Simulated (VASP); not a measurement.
Ir, 2 atoms in the cell. The structure is hexagonal, space group P6_3/mmc (No. 194). Conventional cell: a = 2.751 Å, b = 2.751 Å, c = 4.462 Å, α = 90.00°, β = 90.00°, γ = 120.00°. Ir (site symmetry -6m2) has 12 Ir at 2.74 to 2.75 Å within 3.6 Å. This isn't the form of Ir at room conditions, which is fcc.

| Property | Result |
| --- | --- |
| Program | VASP 6.6.1 |
| Task | single point |
| Functional | PBE |
| Potentials or basis | VASP PAW PBE potentials, release 64 (Ir) |
| Cutoff | 520 eV |
| k mesh | 15 × 15 × 8 |
| Occupations | gaussian, width 0.05 eV |
| Spin | no spin polarisation |
| Dipole correction | no |
| k mesh for the DOS | 23 × 23 × 12 |
| Occupations for the DOS | tetrahedron |
| Further INCAR settings | ALGO = Normal; EDIFF = 1e-07; NBANDS = 16 |

Potentials or basis: VASP PAW PBE potentials, release 64 (Ir).

The run is started by

```console
$ cat potpaw_PBE.64/Ir/POTCAR > POTCAR
$ cp INCAR.step1 INCAR
$ cp KPOINTS.step1 KPOINTS
$ mpirun -np 1 vasp_std > vasp.out
$ cp INCAR.step2 INCAR
$ cp KPOINTS.step2 KPOINTS
$ mpirun -np 1 vasp_std > vasp.out
```

Hardware: 1 thread of AMD EPYC 7R13 Processor (Zen 3) (shared host).

Question: Estimate the wall time of this run.

Answer: It took 100 s on 1 thread of AMD EPYC 7R13 Processor (Zen 3), with other jobs on the host, peak memory 0.24 GiB. Counts: k points 392.
